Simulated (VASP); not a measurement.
Crystal: BAs.

```xyz
2
Lattice="2.9570 0.0000 0.0000 0.0000 2.9570 0.0000 0.0000 0.0000 2.9570" Properties=species:S:1:pos:R:3 pbc="T T T"
B     1.4785    1.4785    1.4785
As    0.0000    0.0000    0.0000
```

| Quantity | Value |
| --- | --- |
| Program | VASP 6.6.1 |
| Task | relaxation of cell and atoms |
| Functional | PBE-based screened hybrid |
| Potentials or basis | VASP PAW PBE potentials, release 64 (B, As) |
| Cutoff | 600 eV |
| k mesh | 5 × 5 × 5 |
| Occupations | fermi-dirac, width 0.05 eV |
| Spin | no spin polarisation |

At the start: pressure -8.5 GPa; volume 12.93 Å³/atom.

Task: How do energy, volume and symmetry change on relaxing?

Result: Over 4 steps the energy falls by 26.1 meV/atom and the volume is 11.96 Å³/atom (-7.5 %); space group Pm-3m (No. 221, to 0.05 Å).

The path:
| step | energy change (eV) | largest force (eV/Å) | pressure (GPa) | volume (Å³) |
| --- | --- | --- | --- | --- |
| 1 | 0.0000 | 0.0000 | -8.54 | 25.86 |
| 2 | -0.0472 | 0.0000 | 3.17 | 23.36 |
| 3 | -0.0522 | 0.0000 | -0.20 | 23.95 |
| 4 | -0.0522 | 0.0000 | -0.05 | 23.91 |

Final structure:
```
B As
1.0
     2.88101    0.00000    0.00000
     0.00000    2.88101    0.00000
     0.00000    0.00000    2.88101
B As
1 1
Direct
  0.50000 0.50000 0.50000
  0.00000 0.00000 0.00000
```

Caveat: the k points lie up to 0.44 Å⁻¹ apart in the final cell; the PAW data sets were made with another functional, which shifts forces and pressure a little.
